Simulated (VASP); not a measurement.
Wanted: the native input for a VASP 6.6.1 run.

| Item | Value |
| --- | --- |
| Task | single point |
| Functional | PBE |
| Dispersion | D3(BJ) |
| Potentials or basis | VASP PAW PBE potentials, release 64 (Zr_sv, O) |
| Cutoff | 600 eV |
| k mesh | 6 × 6 × 2 |
| Occupations | gaussian, width 0.1 eV |
| Spin | no spin polarisation |
| Dipole correction | no |
| Further INCAR settings | ALGO = Normal; EDIFF = 1e-06; NBANDS = 46 |

The structure of ZrO lies in POSCAR:

```
ZrO
1.0
    2.5465146554     -2.5465146630      0.0000000000
    2.5465146554      2.5465146630      0.0000000000
    0.0000000000      0.0000000000      9.6709192023
Zr O
4 4
Direct
    0.0001078057     -0.0001078057     -0.0030296715
   -0.0001078057      0.0001078057      0.4969703285
    0.4998918775      0.5001081225      0.2600297399
    0.5001081225      0.4998918775      0.7600297399
    0.9998893594      0.5001107837      0.3784999657
    0.0001106406      0.4998892163      0.8784999657
    0.4998892163      0.0001106406      0.3784999657
    0.5001107837      0.9998893594      0.8784999657
```

One way to write it, as run:

INCAR

```
ALGO = Normal
EDIFF = 1E-6
ENCUT = 600
GGA = PE
GGA_COMPAT = False
ISIF = 2
ISMEAR = 0
IVDW = 12
LASPH = True
LCHARG = False
LREAL = False
LWAVE = False
NBANDS = 46
NELM = 120
PREC = Accurate
SIGMA = 0.1
```

KPOINTS

```
k-points
0
Gamma
  6 6 2
```

Potentials or basis: VASP PAW PBE potentials, release 64 (Zr_sv, O).

Run with:

```bash
$ cat potpaw_PBE.64/Zr_sv/POTCAR potpaw_PBE.64/O/POTCAR > POTCAR
$ mpirun -np 1 vasp_std > vasp.out
```

It gave:

- Pressure: 0.1 GPa
- Largest force: 0.046 eV/Å
- Band gap on the k mesh: zero (bands 36 and 37 overlap by 1.24 eV)
- Dispersion energy per atom: -0.296 eV

It took 4.7 min on 1 thread of Intel Xeon 8259CL (shared host), peak memory 0.34 GiB.
